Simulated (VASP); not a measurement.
# H (Cmce) in VASP: further runs

H is run at these levels: PBE; tasks: single point, relaxation of cell and atoms.

Everything below comes from runs of VASP 6.6.1. Logs are shortened: lines on timing, memory, paths and dates and some standing lists are left out, and cuts for length are marked.

**1. The cell of the first run**

Symmetry: Cmce, No. 64, orthorhombic system. The conventional cell has a = 5.242 Å, b = 4.821 Å, c = 4.916 Å, α = 90.00°, β = 90.00°, γ = 90.00°. H (site symmetry m) has 1 H at 0.75 Å within 1.0 Å.

**2. Single point, PBE**

File INCAR:

```
  PREC = Accurate
  ENCUT = 520
  EDIFF = 1E-6
  ISMEAR = 0
  SIGMA = 0.02
  LREAL = False
  LASPH = True
  NELM = 60
  ALGO = Normal
  ISIF = 2
  LWAVE = False
  LCHARG = False
  GGA = PE
  NBANDS = 10
```

File KPOINTS:

```
regular mesh
0
Gamma
  6 6 4
```

File POSCAR:

```
H
1.0
    2.6211329420     -2.4105343222      0.0000000000
    2.6211329420      2.4105343222      0.0000000000
    0.0000000000      0.0000000000      4.9162636069
H
4
Direct
    0.9439582580      0.0560417420      0.0530134865
    0.4439582580      0.5560417420      0.4469865135
    0.5560417420      0.4439582580      0.5530134865
    0.0560417420      0.9439582580      0.9469865135
```

Potentials or basis: VASP PAW PBE potentials, release 64 (H).

Run with:

```bash
cat potpaw_PBE.64/H/POTCAR > POTCAR
mpirun -np 1 vasp_std > vasp.out
```

OUTCAR:

```text
PREC = Accurate
   ENCUT = 520
   EDIFF = 1E-6
   ISMEAR = 0
   LREAL = False
   LASPH = True
   NELM = 60
   ISIF = 2
   GGA = PE

 ion  position               nearest neighbor table
   1  0.944  0.056  0.053-   4 0.75
   2  0.444  0.556  0.447-   3 0.75
   3  0.556  0.444  0.553-   2 0.75
   4  0.056  0.944  0.947-   1 0.75

  LATTYP: Found a base centered orthorhombic cell.
 ALAT       =     4.8210686444
 B/A-ratio  =     1.0873659495
 C/A-ratio  =     1.0197456144

  Lattice vectors:

 A1 = (  -2.6211329420,  -2.4105343222,   0.0000000000)
 A2 = (   2.6211329420,  -2.4105343222,   0.0000000000)
 A3 = (   0.0000000000,   0.0000000000,   4.9162636069)

Analysis of symmetry for initial positions (statically):
=====================================================================
 Subroutine PRICEL returns:
 Original cell was already a primitive cell.

 Routine SETGRP: Setting up the symmetry group for a
 base centered orthorhombic supercell.

 Subroutine GETGRP returns: Found  8 space group operations
 (whereof  4 operations were pure point group operations)
 out of a pool of  8 trial point group operations.

The static configuration has the point symmetry C_2h.
 The point group associated with its full space group is D_2h.

Analysis of symmetry for dynamics (positions and initial velocities):
=====================================================================
 Subroutine PRICEL returns:
 Original cell was already a primitive cell.

 Routine SETGRP: Setting up the symmetry group for a
 base centered orthorhombic supercell.

 Subroutine GETGRP returns: Found  8 space group operations
 (whereof  4 operations were pure point group operations)
 out of a pool of  8 trial point group operations.

The dynamic configuration has the point symmetry C_2h.
 The point group associated with its full space group is D_2h.

 Subroutine INISYM returns: Found  8 space group operations
 (whereof  4 operations are pure point group operations),
 and found     1 'primitive' translations

----------------------------------------------------------------------------------------

                                     Primitive cell

  volume of cell :      62.1252

  direct lattice vectors                    reciprocal lattice vectors
     2.621132942 -2.410534322  0.000000000     0.190757207 -0.207422892  0.000000000
     2.621132942  2.410534322  0.000000000     0.190757207  0.207422892  0.000000000
     0.000000000  0.000000000  4.916263607     0.000000000  0.000000000  0.203406505

  length of vectors
     3.561041086  3.561041086  4.916263607     0.281802357  0.281802357  0.203406505

  position of ions in fractional coordinates (direct lattice)
     0.943958258  0.056041742  0.053013486
     0.443958258  0.556041742  0.446986514
     0.556041742  0.443958258  0.553013486
     0.056041742  0.943958258  0.946986514

  ion indices of the primitive-cell ions
   primitive index   ion index
                 1           1
                 2           2
                 3           3
                 4           4

----------------------------------------------------------------------------------------

 KPOINTS: regular mesh

Automatic generation of k-mesh.
 Grid dimensions read from file:
 generate k-points for:    6    6    4

 Generating k-lattice:

  Cartesian coordinates                     Fractional coordinates (reciprocal lattice)
     0.031792868 -0.034570482  0.000000000     0.166666667 -0.000000000  0.000000000
     0.031792868  0.034570482  0.000000000    -0.000000000  0.166666667  0.000000000
     0.000000000  0.000000000  0.050851626     0.000000000  0.000000000  0.250000000

  Length of vectors
     0.046967059  0.046967059  0.050851626

  Shift w.r.t. Gamma in fractional coordinates (k-lattice)
     0.000000000  0.000000000  0.000000000

 Subroutine IBZKPT returns following result:
 ===========================================

 Found     39 irreducible k-points:

 Following reciprocal coordinates:
            Coordinates               Weight
  0.000000  0.000000  0.000000      1.000000
  0.166667 -0.000000  0.000000      4.000000
  0.333333 -0.000000  0.000000      4.000000
  0.500000 -0.000000  0.000000      2.000000
  0.166667  0.166667  0.000000      2.000000
  0.333333  0.166667  0.000000      4.000000
[... 16 lines left out ...]
  0.333333  0.333333  0.250000      4.000000
  0.500000  0.333333  0.250000      8.000000
 [... further k-points ...]
   k-points           NKPTS =     39   k-points in BZ     NKDIM =     39   number of bands    NBANDS=     10
   number of dos      NEDOS =    301   number of ions     NIONS =      4
   total plane-waves  NPLWV =  31360
   dimension x,y,z NGX =    28 NGY =   28 NGZ =   40
   dimension x,y,z NGXF=    56 NGYF=   56 NGZF=   80
   ions per type =               4
   NGX,Y,Z   is equivalent  to a cutoff of  13.07, 13.07, 13.53 a.u.
   NGXF,Y,Z  is equivalent  to a cutoff of  26.14, 26.14, 27.05 a.u.
 SYSTEM =  unknown system
   PREC   = accura    normal or accurate (medium, high low for compatibility)
   ISTART =      0    job   : 0-new  1-cont  2-samecut
   ICHARG =      2    charge: 1-file 2-atom 10-const
   ISPIN  =      1    spin polarized calculation?
   LNONCOLLINEAR =      F non collinear calculations
   LSORBIT =      F    spin-orbit coupling
   LASPH  =      T    aspherical Exc in radial PAW
   ENCUT  =  520.0 eV  38.22 Ry    6.18 a.u.   6.62  6.62  9.14*2*pi/ulx,y,z
   NELM   =     60;   NELMIN=  2; NELMDL= -5     # of ELM steps
   EDIFF  = 0.1E-05   stopping-criterion for ELM
   LREAL  =      F    real-space projection
[... 7 lines left out ...]
   TEBEG  =    0.0;   TEEND  =   0.0 temperature during run
   PSTRESS=    0.0 pullay stress
   NELECT =       4.0000    total number of electrons
   NUPDOWN=      -1.0000    fix difference up-down
   EMIN   =  10.00;   EMAX   =-10.00  energy-range for DOS
   EFERMI =   0.00;   METHOD = LEGACY
   ISMEAR =     0;   SIGMA  =   0.02  broadening in eV -4-tet -1-fermi 0-gaus
   EFERMI_NEDOS =   21; number of points for ismear=-14 and -15
   IALGO  =     38    algorithm
   IMIX   =      4    mixing-type and parameters
     AMIX     =   0.40;   BMIX     =  1.00
     AMIX_MAG =   1.60;   BMIX_MAG =  1.00
  volume/ion in A,a.u.               =      15.53       104.81
  Fermi-wavevector in a.u.,A,eV,Ry     =   0.656154  1.239951  5.857823  0.430538
  Thomas-Fermi vector in A             =   1.727256
   LORBIT       =      0    0 simple, 1 ext, 2 COOP (PROOUT), +10 PAW based schemes
   GGA     = PE    functional components
   LHFCALC =     F    Hartree Fock is set to
   AEXX    =    0.0000 exact exchange contribution
   IVDW    =     0    specifies the selected vdW correction
   LEPSILON=     F    determine dielectric tensor
   LRPA    =     F    only Hartree local field effects (RPA)
 non-spin polarized calculation
 Gauss-broadening in eV      SIGMA  =   0.02
  energy-cutoff  :      520.00
  volume of cell :       62.13
 maximum number of plane-waves:      1702
 NGX is ok and might be reduce to    28
   NGX = 13   NGY = 13   NGZ = 19

 number of electron       4.0000003 magnetization

 Free energy of the ion-electron system (eV)
  ---------------------------------------------------
  ext. energy  EPLUGINS =         0.00000000
  ---------------------------------------------------
  free energy    TOTEN  =       -13.58278087 eV

  energy without entropy =      -13.58278087  energy(sigma->0) =      -13.58278087

 E-fermi :  -8.8159     XC(G=0):  -4.6849

 val. band max:       -8.9228182127   @ k =   0.5000   0.5000   0.0000
 cond. band min:       0.5360967426   @ k =   0.5000  -0.0000   0.5000
 fundamental gap:      9.4589149553
 Fermi energy:        -8.8159093174

 k-point     1 :       0.0000    0.0000    0.0000
  band No.  band energies     occupation
      1     -10.2469      2.00000
      2      -8.9575      2.00000
      3       1.3752      0.00000
      4       3.3846      0.00000
      5       4.7754      0.00000
      6       6.1635      0.00000
      7       7.6497      0.00000
      8       9.0839      0.00000
      9       9.4166      0.00000
     10      10.3639      0.00000

 k-point     2 :       0.1667   -0.0000    0.0000
  band No.  band energies     occupation
      1     -10.1074      2.00000
      2      -8.9675      2.00000
      3       1.6002      0.00000
      4       3.0649      0.00000
      5       3.5950      0.00000
      6       6.3799      0.00000
      7       7.4396      0.00000
      8       9.2755      0.00000
      9       9.5104      0.00000
     10      11.6800      0.00000

 k-point     3 :       0.3333   -0.0000    0.0000
  band No.  band energies     occupation
      1      -9.7474      2.00000
      2      -9.0596      2.00000
      3       1.7503      0.00000
      4       2.1340      0.00000
      5       3.0510      0.00000
      6       5.9179      0.00000
      7       7.8669      0.00000
      8       8.7096      0.00000
      9       9.4299      0.00000
     10      11.0663      0.00000

 k-point     4 :       0.5000   -0.0000    0.0000
  band No.  band energies     occupation
      1      -9.3345      2.00000
      2      -9.3345      2.00000
      3       1.5604      0.00000
      4       1.5604      0.00000
      5       4.3146      0.00000
      6       4.3146      0.00000
      7       8.5956      0.00000
      8       8.5956      0.00000
      9      10.0243      0.00000
     10      10.0243      0.00000

 k-point     5 :       0.1667    0.1667    0.0000
  band No.  band energies     occupation
      1     -10.0075      2.00000
      2      -8.9420      2.00000
      3       1.8967      0.00000
      4       2.8779      0.00000
      5       3.4464      0.00000
      6       4.9813      0.00000
      7       8.3880      0.00000
      8       8.7001      0.00000
      9      10.3311      0.00000
     10      11.7444      0.00000

 k-point     6 :       0.3333    0.1667    0.0000
  band No.  band energies     occupation
      1      -9.6964      2.00000
      2      -8.9833      2.00000
      3       2.1254      0.00000
      4       2.1756      0.00000
      5       2.8973      0.00000
      6       5.4663      0.00000
      7       7.2815      0.00000
      8       7.6901      0.00000
      9      10.3379      0.00000
     10      10.9023      0.00000
[... 183 lines left out ...]
 k-point    21 :      -0.3333    0.1667    0.2500
  band No.  band energies     occupation
      1      -9.5012      2.00000
      2      -9.1453      2.00000
      3       1.1490      0.00000
      4       1.5279      0.00000
      5       4.2583      0.00000
      6       5.9965      0.00000
      7       6.7647      0.00000
      8       8.0654      0.00000
      9      10.2215      0.00000
     10      11.7255      0.00000

 k-point    22 :      -0.1667    0.1667    0.2500
  band No.  band energies     occupation
      1      -9.8091      2.00000
      2      -9.1368      2.00000
      3       1.3113      0.00000
      4       1.9622      0.00000
      5       5.1346      0.00000
      6       5.2793      0.00000
      7       8.1168      0.00000
      8       8.4052      0.00000
      9       9.7914      0.00000
     10      11.2250      0.00000

 k-point    23 :       0.3333    0.3333    0.2500
  band No.  band energies     occupation
      1      -9.3920      2.00000
      2      -8.9979      2.00000
      3       1.8226      0.00000
      4       2.3938      0.00000
      5       2.6121      0.00000
      6       5.2448      0.00000
      7       6.4672      0.00000
      8       7.3496      0.00000
      9       8.3456      0.00000
     10      10.1037      0.00000

 k-point    24 :       0.5000    0.3333    0.2500
  band No.  band energies     occupation
      1      -9.1952      2.00000
      2      -9.0354      2.00000
      3       1.4873      0.00000
      4       2.1076      0.00000
      5       3.3521      0.00000
      6       4.7606      0.00000
      7       6.1978      0.00000
      8       6.9949      0.00000
      9       8.4219      0.00000
     10       8.8822      0.00000

 [... further k-points ...]
[... 5 lines left out ...]
  --------------------------------------------------------------------------------------
  -------------------------------------------------------------------------------------
  Total       -0.0500885     -0.0674193     -0.0649123      0.0000000      0.0000000      0.0000000
  in kB       -1.2917575     -1.7387114     -1.6740552      0.0000000      0.0000000      0.0000000
  external PRESSURE =      -1.5681747 kB  Pullay stress =       0.0000000 kB

 VOLUME and BASIS-vectors are now :
 -----------------------------------------------------------------------------
  energy-cutoff  :      520.00
  volume of cell :       62.13
      direct lattice vectors                 reciprocal lattice vectors
     2.621132942 -2.410534322  0.000000000     0.190757207 -0.207422892  0.000000000
     2.621132942  2.410534322  0.000000000     0.190757207  0.207422892  0.000000000
     0.000000000  0.000000000  4.916263607     0.000000000  0.000000000  0.203406505

 POSITION                                       TOTAL-FORCE (eV/Angst)
 -----------------------------------------------------------------------------------
      2.62113     -2.14035      0.26063         0.000000     -0.005828     -0.005455
      2.62113      0.27018      2.19750         0.000000     -0.005828      0.005455
      2.62113     -0.27018      2.71876         0.000000      0.005828     -0.005455
      2.62113      2.14035      4.65564         0.000000      0.005828      0.005455
 -----------------------------------------------------------------------------------
    total drift:                                0.000000     -0.000000     -0.000000

  FREE ENERGIE OF THE ION-ELECTRON SYSTEM (eV)
  ---------------------------------------------------
  free  energy   TOTEN  =       -13.5827808691 eV

  energy  without entropy=      -13.5827808691  energy(sigma->0) =      -13.58278087
```

It took 12 s on 1 thread of AMD EPYC 7R13 (Zen 3), shared host; peak memory 0.14 GiB.

Results:

```yaml
Free_energy: -13.5828 eV
Pressure: -0.2 GPa
Largest_force: 0.008 eV/Å
Band_gap_on_the_k_mesh: 9.46 eV, indirect (least direct gap 9.83 eV)
```

Forces in eV/Å, atoms in the order of the input:
```
H    0.000 -0.006 -0.005
H    0.000 -0.006  0.005
H    0.000  0.006 -0.005
H    0.000  0.006  0.005
```

**3. Relaxation of cell and atoms, PBE**

This run uses another cell than the first one, of 12.10 Å³/atom, 0.779 times its volume.

File INCAR:

```
SYSTEM = H
PREC = Accurate ; ENCUT = 600
EDIFF = 1E-6 ; ISMEAR = 0
SIGMA = 0.02 ; LREAL = .FALSE.
LASPH = .TRUE. ; NELM = 80
ALGO = Normal ; ISIF = 3
LWAVE = .FALSE. ; LCHARG = .FALSE.
GGA = PE ; IBRION = 2
NSW = 70 ; EDIFFG = -0.02
```

File KPOINTS:

```
regular mesh
0
G
  6 6 4
  0 0 0
```

File POSCAR:

```
H
1.0
    2.3784155789     -2.2540820768      0.0000000000
    2.3784155789      2.2540820768      0.0000000000
    0.0000000000      0.0000000000      4.5123637547
H
4
Direct
    0.9400013801      0.0599986199      0.0577145415
    0.4400013801      0.5599986199      0.4422854585
    0.5599986199      0.4400013801      0.5577145415
    0.0599986199      0.9400013801      0.9422854585
```

Potentials or basis: VASP PAW PBE potentials, release 64 (H).

Run with:

```bash
cat potpaw_PBE.64/H/POTCAR > POTCAR
mpirun -np 1 vasp_std > vasp.out
```

Wall time 20 s (1 thread of AMD EPYC 7R13 (Zen 3), shared host); peak memory 0.13 GiB.

It converged, with:

```
Free energy                            : -13.5775 eV
Relaxed volume                         : 12.44 Å³/atom
Relaxed cell                           : a = 3.307 Å, b = 3.307 Å, c = 4.555 Å, α = 90.00°, β = 90.00°, γ = 86.84°
Space group after relaxing (to 0.05 Å) : Cmce (No. 64)
Energy gained by relaxing              : 0.5 meV/atom
Ionic steps                            : 6
Pressure after relaxing                : 0.2 GPa
Largest force after relaxing           : 0.015 eV/Å
Band gap on the k mesh                 : 9.29 eV, indirect (least direct gap 9.82 eV)
```

Forces in eV/Å, atoms in the order of the input:
```
H    0.000  0.010  0.010
H    0.000  0.010 -0.010
H    0.000 -0.010  0.010
H    0.000 -0.010 -0.010
```

The path:
| step | energy change (eV) | largest force (eV/Å) | pressure (GPa) | volume (Å³) |
| --- | --- | --- | --- | --- |
| 1 | 0.0000 | 0.0390 | 0.19 | 48.38 |
| 2 | 0.0000 | 0.0771 | 0.37 | 48.48 |
| 3 | -0.0001 | 0.0226 | 0.28 | 48.44 |
| 4 | -0.0003 | 0.0217 | 0.28 | 48.57 |
| 5 | -0.0009 | 0.0192 | 0.26 | 48.96 |
| 6 | -0.0019 | 0.0147 | 0.22 | 49.74 |

Final structure:
```
CELL_PARAMETERS angstrom
2.40218 -2.27317 0.00000
2.40218 2.27317 0.00000
0.00000 0.00000 4.55471
ATOMIC_POSITIONS crystal
H 0.94066 0.05934 0.05711
H 0.44066 0.55934 0.44289
H 0.55934 0.44066 0.55711
H 0.05934 0.94066 0.94289
```

Levels at points of the mesh, in eV from the valence-band top:
```
           k point  band 1  band 2  band 3  band 4  band 5  band 6
(0.00, 0.00, 0.00)   -1.95   -0.02   10.29   13.52   14.32   15.87
(0.50, 0.00, 0.00)   -0.60   -0.60   10.66   10.66   13.74   13.74
(0.50, 0.50, 0.00)   -0.31   -0.01   10.18   11.05   13.86   15.85
(0.00, 0.00, 0.50)   -1.08   -1.08   11.19   11.19   16.49   16.49
(0.50, 0.00, 0.50)   -0.53   -0.53    9.29    9.29   16.98   16.98
(0.50, 0.50, 0.50)   -0.13   -0.13   11.47   11.47   12.83   12.83
```
